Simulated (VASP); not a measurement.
Input of a VASP 6.6.1 run:

The input INCAR:

```
PREC = Accurate
ENCUT = 600
EDIFF = 1E-6
ISMEAR = 0
SIGMA = 0.15
LREAL = False
LASPH = True
NELM = 60
ALGO = Normal
ISIF = 3
LWAVE = False
LCHARG = False
GGA = PE
IBRION = 2
NSW = 36
EDIFFG = -0.08
```

KPOINTS

```
regular mesh
0
Gamma
  2 2 2
```

The input POSCAR:

```
ZnCd3Se3S
1.0
    4.1700000000      2.4075506200      3.4066666700
   -4.1700000000      2.4075506200      3.4066666700
    0.0000000000     -4.8151012500      3.4066666700
Zn Cd Se S
1 3 3 1
Direct
    0.0000000000      0.0000000000      0.0000000000
    0.5000000000      0.0000100000      0.5000000000
    0.0000100000      0.5000000000      0.5000000000
    0.5000000000      0.5000000000      0.0000100000
    0.2500000000      0.7500100000      0.2500000000
    0.7500100000      0.2500000000      0.2500000000
    0.2500000000      0.2500000000      0.7500100000
    0.7500000000      0.7500000000      0.7500000000
```

Potentials or basis: VASP PAW PBE potentials, release 64 (Zn, Cd, Se, S).

Run with:

```sh
$ cat potpaw_PBE.64/Zn/POTCAR potpaw_PBE.64/Cd/POTCAR potpaw_PBE.64/Se/POTCAR potpaw_PBE.64/S/POTCAR > POTCAR
$ mpirun -np 1 vasp_std > vasp.out
```

Q: Estimate the relaxed cell.

A: a = 6.027 Å, b = 6.027 Å, c = 6.027 Å, α = 90.20°, β = 90.20°, γ = 90.20°.

Q: What does it give for the relaxed volume?

A: 27.36 Å³/atom.

Final structure:
```yaml
crystal:
  lattice:
    - [4.26887, 2.46463, 3.46768]
    - [-4.26887, 2.46463, 3.46768]
    - [0.00000, -4.92927, 3.46768]
  atoms:
    - { symbol: Zn, position: [0.99410, 0.99410, 0.99410] }
    - { symbol: Cd, position: [0.50624, 0.99373, 0.50624] }
    - { symbol: Cd, position: [0.99373, 0.50624, 0.50624] }
    - { symbol: Cd, position: [0.50624, 0.50624, 0.99373] }
    - { symbol: Se, position: [0.23741, 0.76228, 0.23741] }
    - { symbol: Se, position: [0.76228, 0.23741, 0.23741] }
    - { symbol: Se, position: [0.23741, 0.23741, 0.76228] }
    - { symbol: S, position: [0.76262, 0.76262, 0.76262] }
```

Caveat: the k points lie up to 0.52 Å⁻¹ apart in the final cell.
